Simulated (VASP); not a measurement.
# SnO2 (Pnnm) in VASP: notebook, part 2 of 3

VASP 6.6.1. The steps go on from the part before.

### 3 Single point, PBEsol (biaxial strain in the a-b plane: -2.0 %, then relaxed in part)

INCAR

```
ALGO = Normal
EDIFF = 1E-7
ENCUT = 520
GGA = PS
ISIF = 2
ISMEAR = 0
LASPH = T
LCHARG = F
LREAL = F
LWAVE = F
NBANDS = 35
NELM = 100
PREC = Accurate
SIGMA = 0.02
```

KPOINTS

```
k-points
0
Gamma
  6 6 8
```

POSCAR

```
SnO2
1.0
    4.6732844909      0.0000000000      0.0000000000
    0.0000000000      4.6746644894      0.0000000000
    0.0000000000      0.0000000000      3.2613122325
Sn O
2 4
Direct
    0.5000000000      0.5000000000      0.5000000000
    0.0000000000      0.0000000000      0.0000000000
    0.3066419769      0.3067650977      0.0000000000
    0.8066419769      0.1932349023      0.5000000000
    0.1933580231      0.8067650977      0.5000000000
    0.6933580231      0.6932349023      0.0000000000
```

Potentials or basis: VASP PAW PBE potentials, release 64 (Sn_d, O).

On the command line:

```bash
$ cat potpaw_PBE.64/Sn_d/POTCAR potpaw_PBE.64/O/POTCAR > POTCAR
$ mpirun -np 1 vasp_std > vasp.out
```

OUTCAR:

```text
EDIFF = 1E-7
   ENCUT = 520
   GGA = PS
   ISIF = 2
   ISMEAR = 0
   LASPH = T
   LREAL = F
   NELM = 100
   PREC = Accurate

 ion  position               nearest neighbor table
   1  0.500  0.500  0.500-   4 2.03   5 2.03   3 2.07   3 2.07   6 2.07   6 2.07   2 3.69   2 3.69
                             2 3.69   2 3.69   2 3.69   2 3.69   2 3.69   2 3.69
   2  0.000  0.000  0.000-   6 2.03   3 2.03   5 2.07   5 2.07   4 2.07   4 2.07   1 3.69   1 3.69
                             1 3.69   1 3.69   1 3.69   1 3.69   1 3.69   1 3.69
   3  0.307  0.307  0.000-   2 2.03   1 2.07   1 2.07
   4  0.807  0.193  0.500-   1 2.03   2 2.07   2 2.07
   5  0.193  0.807  0.500-   1 2.03   2 2.07   2 2.07
   6  0.693  0.693  0.000-   2 2.03   1 2.07   1 2.07

  LATTYP: Found a simple orthorhombic cell.
 ALAT       =     3.2613122325
 B/A-ratio  =     1.4329460529
 C/A-ratio  =     1.4333691950

  Lattice vectors:

 A1 = (   0.0000000000,   0.0000000000,   3.2613122325)
 A2 = (   4.6732844909,   0.0000000000,   0.0000000000)
 A3 = (   0.0000000000,   4.6746644894,   0.0000000000)

Analysis of symmetry for initial positions (statically):
=====================================================================
 Subroutine PRICEL returns:
 Original cell was already a primitive cell.

 Routine SETGRP: Setting up the symmetry group for a
 simple orthorhombic supercell.

 Subroutine GETGRP returns: Found  8 space group operations
 (whereof  4 operations were pure point group operations)
 out of a pool of  8 trial point group operations.

The static configuration has the point symmetry C_2h.
 The point group associated with its full space group is D_2h.

Analysis of symmetry for dynamics (positions and initial velocities):
=====================================================================
 Subroutine PRICEL returns:
 Original cell was already a primitive cell.

 Routine SETGRP: Setting up the symmetry group for a
 simple orthorhombic supercell.

 Subroutine GETGRP returns: Found  8 space group operations
 (whereof  4 operations were pure point group operations)
 out of a pool of  8 trial point group operations.

The dynamic configuration has the point symmetry C_2h.
 The point group associated with its full space group is D_2h.

 Subroutine INISYM returns: Found  8 space group operations
 (whereof  4 operations are pure point group operations),
 and found     1 'primitive' translations

----------------------------------------------------------------------------------------

                                     Primitive cell

  volume of cell :      71.2467

  direct lattice vectors                    reciprocal lattice vectors
     4.673284491  0.000000000  0.000000000     0.213982265  0.000000000  0.000000000
     0.000000000  4.674664489  0.000000000     0.000000000  0.213919096  0.000000000
     0.000000000  0.000000000  3.261312232     0.000000000  0.000000000  0.306625042

  length of vectors
     4.673284491  4.674664489  3.261312232     0.213982265  0.213919096  0.306625042

  position of ions in fractional coordinates (direct lattice)
     0.500000000  0.500000000  0.500000000
     0.000000000  0.000000000  0.000000000
     0.306641977  0.306765098  0.000000000
     0.806641977  0.193234902  0.500000000
     0.193358023  0.806765098  0.500000000
[... 42 lines left out ...]
  0.500000  0.000000  0.000000      1.000000
  0.000000  0.166667  0.000000      2.000000
  0.166667  0.166667  0.000000      4.000000
[... 16 lines left out ...]
  0.333333  0.166667  0.125000      8.000000
  0.500000  0.166667  0.125000      4.000000
 [... further k-points ...]
   k-points           NKPTS =     80   k-points in BZ     NKDIM =     80   number of bands    NBANDS=     35
   number of dos      NEDOS =    301   number of ions     NIONS =      6
   total plane-waves  NPLWV =  31104
   dimension x,y,z NGX =    36 NGY =   36 NGZ =   24
   dimension x,y,z NGXF=    72 NGYF=   72 NGZF=   48
   ions per type =               2   4
   NGX,Y,Z   is equivalent  to a cutoff of  12.81, 12.80, 12.23 a.u.
   NGXF,Y,Z  is equivalent  to a cutoff of  25.61, 25.61, 24.47 a.u.
 SYSTEM =  unknown system
   PREC   = accura    normal or accurate (medium, high low for compatibility)
   ISTART =      0    job   : 0-new  1-cont  2-samecut
   ICHARG =      2    charge: 1-file 2-atom 10-const
   ISPIN  =      1    spin polarized calculation?
   LNONCOLLINEAR =      F non collinear calculations
   LSORBIT =      F    spin-orbit coupling
   LASPH  =      T    aspherical Exc in radial PAW
   ENCUT  =  520.0 eV  38.22 Ry    6.18 a.u.   8.69  8.69  6.06*2*pi/ulx,y,z
   NELM   =    100;   NELMIN=  2; NELMDL= -5     # of ELM steps
   EDIFF  = 0.1E-06   stopping-criterion for ELM
   LREAL  =      F    real-space projection
   EDIFFG = 0.1E-05   stopping-criterion for IOM
   NSW    =      0    number of steps for IOM
   IBRION =     -1    ionic relax: 0-MD 1-quasi-New 2-CG
   NFREE  =      0    steps in history (QN), initial steepest desc. (CG)
   ISIF   =      2    stress and relaxation
   ISYM   =      2    0-nonsym 1-usesym 2-fastsym
   POTIM  = 0.5000    time-step for ionic-motion
   TEBEG  =    0.0;   TEEND  =   0.0 temperature during run
   PSTRESS=    0.0 pullay stress
   NELECT =      52.0000    total number of electrons
   NUPDOWN=      -1.0000    fix difference up-down
   EMIN   =  10.00;   EMAX   =-10.00  energy-range for DOS
   EFERMI =   0.00;   METHOD = LEGACY
   ISMEAR =     0;   SIGMA  =   0.02  broadening in eV -4-tet -1-fermi 0-gaus
   EFERMI_NEDOS =   21; number of points for ismear=-14 and -15
   IALGO  =     38    algorithm
   IMIX   =      4    mixing-type and parameters
     AMIX     =   0.40;   BMIX     =  1.00
     AMIX_MAG =   1.60;   BMIX_MAG =  1.00
  volume/ion in A,a.u.               =      11.87        80.13
  Fermi-wavevector in a.u.,A,eV,Ry     =   1.473966  2.785393 29.559706  2.172577
  Thomas-Fermi vector in A             =   2.588795
   LORBIT       =      0    0 simple, 1 ext, 2 COOP (PROOUT), +10 PAW based schemes
   GGA     = PS    functional components
   LHFCALC =     F    Hartree Fock is set to
   AEXX    =    0.0000 exact exchange contribution
   IVDW    =     0    specifies the selected vdW correction
   LEPSILON=     F    determine dielectric tensor
   LRPA    =     F    only Hartree local field effects (RPA)
 non-spin polarized calculation
 Gauss-broadening in eV      SIGMA  =   0.02
  energy-cutoff  :      520.00
  volume of cell :       71.25
 maximum number of plane-waves:      1952
 NGX is ok and might be reduce to    36
   NGX = 17   NGY = 17   NGZ = 13

 number of electron      51.9999995 magnetization

 Free energy of the ion-electron system (eV)
  ---------------------------------------------------
  ext. energy  EPLUGINS =         0.00000000
  ---------------------------------------------------
  free energy    TOTEN  =       -39.60769984 eV

  energy without entropy =      -39.60769984  energy(sigma->0) =      -39.60769984

 E-fermi :   6.2091     XC(G=0): -11.5755

 val. band max:        6.0703375729   @ k =   0.0000   0.0000   0.0000
 cond. band min:       7.1706499659   @ k =   0.0000   0.0000   0.0000
 fundamental gap:      1.1003123930
 Fermi energy:         6.2091056907

 k-point     1 :       0.0000    0.0000    0.0000
  band No.  band energies     occupation
      1     -14.9472      2.00000
      2     -14.0850      2.00000
      3     -13.8788      2.00000
      4     -13.8547      2.00000
      5     -13.8547      2.00000
      6     -13.8515      2.00000
[... 901 lines left out ...]
     34      18.2688      0.00000
     35      18.5183      0.00000

 [... further k-points ...]

------------------------ aborting loop because EDIFF is reached ----------------------------------------

  FORCE on cell =-STRESS in cart. coord.  units (eV):
  Direction    XX          YY          ZZ          XY          YZ          ZX
  --------------------------------------------------------------------------------------
  -------------------------------------------------------------------------------------
  Total        3.0023670      2.9950234      0.3870242      0.0000000      0.0000000      0.0000000
  in kB       67.5164063     67.3512654      8.7032943      0.0000000      0.0000000      0.0000000
  external PRESSURE =      47.8569887 kB  Pullay stress =       0.0000000 kB

 VOLUME and BASIS-vectors are now :
 -----------------------------------------------------------------------------
  energy-cutoff  :      520.00
  volume of cell :       71.25
      direct lattice vectors                 reciprocal lattice vectors
     4.673284491  0.000000000  0.000000000     0.213982265  0.000000000  0.000000000
     0.000000000  4.674664489  0.000000000     0.000000000  0.213919096  0.000000000
     0.000000000  0.000000000  3.261312232     0.000000000  0.000000000  0.306625042

 POSITION                                       TOTAL-FORCE (eV/Angst)
 -----------------------------------------------------------------------------------
      2.33664      2.33733      1.63066         0.000000     -0.000000      0.000000
      0.00000      0.00000      0.00000         0.000000     -0.000000      0.000000
      1.43303      1.43402      0.00000        -0.005377     -0.005366      0.000000
      3.76967      0.90331      1.63066        -0.005377      0.005366      0.000000
      0.90362      3.77136      1.63066         0.005377     -0.005366      0.000000
      3.24026      3.24064      0.00000         0.005377      0.005366     -0.000000
 -----------------------------------------------------------------------------------
    total drift:                               -0.000000      0.000000     -0.000000

  FREE ENERGIE OF THE ION-ELECTRON SYSTEM (eV)
  ---------------------------------------------------
  free  energy   TOTEN  =       -39.6076998396 eV

  energy  without entropy=      -39.6076998396  energy(sigma->0) =      -39.60769984
```

stdout:

```text
POSCAR found type information on POSCAR SnO
 POSCAR found :  2 types and       6 ions
 scaLAPACK will be used
 -----------------------------------------------------------------------------
|                                                                             |
|                                                                             |
|     You enforced a specific xc type in the INCAR file but a different       |
|     I HOPE YOU KNOW WHAT YOU ARE DOING!                                     |
|                                                                             |
 -----------------------------------------------------------------------------

 LDA part: xc-table for (Slater+PW92), standard interpolation
 POSCAR, INCAR and KPOINTS ok, starting setup
 FFT: planning ... GRIDC
 FFT: planning ... GRID_SOFT
 FFT: planning ... GRID
 WAVECAR not read
 entering main loop
```

It took 1.7 min on 1 thread of Intel Xeon Platinum 8488C (Sapphire Rapids), shared host; peak memory 0.27 GiB.

Results:

- Free energy: -39.6077 eV
- Pressure: 4.8 GPa
- Largest force: 0.008 eV/Å
- Band gap on the k mesh: 1.10 eV

Forces on the atoms (eV/Å):
```
Sn   0.000  0.000  0.000
Sn   0.000  0.000  0.000
O   -0.005 -0.005  0.000
O   -0.005  0.005  0.000
O    0.005 -0.005  0.000
O    0.005  0.005  0.000
```

Caveat: the cell differs from its parent crystal (biaxial strain in the a-b plane: -2.0 %, then relaxed in part); the cell stands under pressure; the PAW data sets were made with another functional, which shifts forces and pressure a little; spin-orbit coupling is left out, which moves the levels of the heavy elements.

### 4 Single point, PBEsol (biaxial strain in the a-b plane: +2.0 %, then relaxed in part)

INCAR

```
PREC     = Accurate       # precision mode
ENCUT    = 520            # plane-wave cutoff, eV
EDIFF    = 1E-6           # SCF threshold, eV
ISMEAR   = 0              # smearing method
SIGMA    = 0.02           # smearing width, eV
LREAL    = False          # projectors in reciprocal space
LASPH    = True           # aspherical terms in the spheres
NELM     = 60             # most SCF steps
ALGO     = Normal         # electronic algorithm
ISIF     = 2              # what is computed and relaxed
LWAVE    = False          # write WAVECAR
LCHARG   = False          # write CHGCAR
GGA      = PS             # functional
NBANDS   = 35             # bands
```

KPOINTS

```
regular mesh
0
Gamma
  6 6 8
```

POSCAR

```
SnO2
1.0
    4.8640307967      0.0000000000      0.0000000000
    0.0000000000      4.8654671216      0.0000000000
    0.0000000000      0.0000000000      3.1699651281
Sn O
2 4
Direct
    0.5000000000      0.5000000000      0.5000000000
    0.0000000000      0.0000000000      0.0000000000
    0.3064822176      0.3065766925      0.0000000000
    0.8064822176      0.1934233075      0.5000000000
    0.1935177824      0.8065766925      0.5000000000
    0.6935177824      0.6934233075      0.0000000000
```

Potentials or basis: VASP PAW PBE potentials, release 64 (Sn_d, O).

On the command line:

```bash
$ cat potpaw_PBE.64/Sn_d/POTCAR potpaw_PBE.64/O/POTCAR > POTCAR
$ mpirun -np 1 vasp_std > vasp.out
```

OUTCAR:

```text
PREC = Accurate
   ENCUT = 520
   EDIFF = 1E-6
   ISMEAR = 0
   LREAL = False
   LASPH = True
   NELM = 60
   ISIF = 2
   GGA = PS

 ion  position               nearest neighbor table
   1  0.500  0.500  0.500-   3 2.07   6 2.07   3 2.07   6 2.07   5 2.11   4 2.11
   2  0.000  0.000  0.000-   4 2.07   5 2.07   4 2.07   5 2.07   3 2.11   6 2.11
   3  0.306  0.307  0.000-   1 2.07   1 2.07   2 2.11
   4  0.806  0.193  0.500-   2 2.07   2 2.07   1 2.11
   5  0.194  0.807  0.500-   2 2.07   2 2.07   1 2.11
   6  0.694  0.693  0.000-   1 2.07   1 2.07   2 2.11

  LATTYP: Found a simple orthorhombic cell.
 ALAT       =     3.1699651281
 B/A-ratio  =     1.5344114525
 C/A-ratio  =     1.5348645569

  Lattice vectors:

 A1 = (   0.0000000000,   0.0000000000,   3.1699651281)
 A2 = (   4.8640307967,   0.0000000000,   0.0000000000)
 A3 = (   0.0000000000,   4.8654671216,   0.0000000000)

Analysis of symmetry for initial positions (statically):
=====================================================================
 Subroutine PRICEL returns:
 Original cell was already a primitive cell.

 Routine SETGRP: Setting up the symmetry group for a
 simple orthorhombic supercell.

 Subroutine GETGRP returns: Found  8 space group operations
 (whereof  4 operations were pure point group operations)
 out of a pool of  8 trial point group operations.

The static configuration has the point symmetry C_2h.
 The point group associated with its full space group is D_2h.

Analysis of symmetry for dynamics (positions and initial velocities):
=====================================================================
 Subroutine PRICEL returns:
 Original cell was already a primitive cell.

 Routine SETGRP: Setting up the symmetry group for a
 simple orthorhombic supercell.

[... 126 lines left out ...]
   EMIN   =  10.00;   EMAX   =-10.00  energy-range for DOS
   EFERMI =   0.00;   METHOD = LEGACY
   ISMEAR =     0;   SIGMA  =   0.02  broadening in eV -4-tet -1-fermi 0-gaus
   EFERMI_NEDOS =   21; number of points for ismear=-14 and -15
   IALGO  =     38    algorithm
   IMIX   =      4    mixing-type and parameters
     AMIX     =   0.40;   BMIX     =  1.00
     AMIX_MAG =   1.60;   BMIX_MAG =  1.00
  volume/ion in A,a.u.               =      12.50        84.38
  Fermi-wavevector in a.u.,A,eV,Ry     =   1.448830  2.737892 28.560112  2.099109
  Thomas-Fermi vector in A             =   2.566626
   LORBIT       =      0    0 simple, 1 ext, 2 COOP (PROOUT), +10 PAW based schemes
   GGA     = PS    functional components
   LHFCALC =     F    Hartree Fock is set to
   AEXX    =    0.0000 exact exchange contribution
   IVDW    =     0    specifies the selected vdW correction
   LEPSILON=     F    determine dielectric tensor
   LRPA    =     F    only Hartree local field effects (RPA)
 non-spin polarized calculation
 Gauss-broadening in eV      SIGMA  =   0.02
  energy-cutoff  :      520.00
  volume of cell :       75.02
 maximum number of plane-waves:      2044
   NGX = 19   NGY = 19   NGZ = 11

 number of electron      51.9999999 magnetization

 Free energy of the ion-electron system (eV)
  ---------------------------------------------------
  ext. energy  EPLUGINS =         0.00000000
  ---------------------------------------------------
  free energy    TOTEN  =       -39.62633229 eV

  energy without entropy =      -39.62633229  energy(sigma->0) =      -39.62633229

 E-fermi :   5.6423     XC(G=0): -11.2688

 val. band max:        5.4590100206   @ k =   0.0000   0.0000   0.0000
 cond. band min:       6.2105352231   @ k =   0.0000   0.0000   0.0000
 fundamental gap:      0.7515252025
 Fermi energy:         5.6423044352

 k-point     1 :       0.0000    0.0000    0.0000
  band No.  band energies     occupation
      1     -15.5286      2.00000
      2     -14.8890      2.00000
      3     -14.6044      2.00000
      4     -14.5763      2.00000
      5     -14.5763      2.00000
      6     -14.4768      2.00000
[... 901 lines left out ...]
     34      17.2798      0.00000
     35      17.5316      0.00000

 [... further k-points ...]
[... 5 lines left out ...]
  --------------------------------------------------------------------------------------
  -------------------------------------------------------------------------------------
  Total       -2.3114529     -2.3213058      0.3707227      0.0000000      0.0000000      0.0000000
  in kB      -49.3651313    -49.5755563      7.9174326      0.0000000      0.0000000      0.0000000
  external PRESSURE =     -30.3410850 kB  Pullay stress =       0.0000000 kB

 VOLUME and BASIS-vectors are now :
 -----------------------------------------------------------------------------
  energy-cutoff  :      520.00
  volume of cell :       75.02
      direct lattice vectors                 reciprocal lattice vectors
     4.864030797  0.000000000  0.000000000     0.205590804  0.000000000  0.000000000
     0.000000000  4.865467122  0.000000000     0.000000000  0.205530111  0.000000000
     0.000000000  0.000000000  3.169965128     0.000000000  0.000000000  0.315460884

 POSITION                                       TOTAL-FORCE (eV/Angst)
 -----------------------------------------------------------------------------------
      2.43202      2.43273      1.58498         0.000000      0.000000      0.000000
      0.00000      0.00000      0.00000         0.000000      0.000000      0.000000
      1.49074      1.49164      0.00000        -0.017275     -0.017334     -0.000000
      3.92275      0.94109      1.58498        -0.017275      0.017334     -0.000000
      0.94128      3.92437      1.58498         0.017275     -0.017334      0.000000
      3.37329      3.37383      0.00000         0.017275      0.017334      0.000000
 -----------------------------------------------------------------------------------
    total drift:                               -0.000000      0.000000     -0.000000

  FREE ENERGIE OF THE ION-ELECTRON SYSTEM (eV)
  ---------------------------------------------------
  free  energy   TOTEN  =       -39.6263322928 eV

  energy  without entropy=      -39.6263322928  energy(sigma->0) =      -39.62633229
```

It took 1.8 min on 1 thread of Intel Xeon Platinum 8488C (Sapphire Rapids), shared host; peak memory 0.28 GiB.

Results:

```
Free energy            : -39.6263 eV
Pressure               : -3.0 GPa
Largest force          : 0.024 eV/Å
Band gap on the k mesh : 0.75 eV
```

Forces on the atoms (eV/Å):
```
Sn   0.000  0.000  0.000
Sn   0.000  0.000  0.000
O   -0.017 -0.017  0.000
O   -0.017  0.017  0.000
O    0.017 -0.017  0.000
O    0.017  0.017  0.000
```

Stress tensor (GPa, compression positive):
```
-4.94  0.00  0.00
 0.00 -4.96  0.00
 0.00  0.00  0.79
```

Caveat: the cell differs from its parent crystal (biaxial strain in the a-b plane: +2.0 %, then relaxed in part); the cell stands under tension; the PAW data sets were made with another functional, which shifts forces and pressure a little; spin-orbit coupling is left out, which moves the levels of the heavy elements.

[end of part 2 of 3]
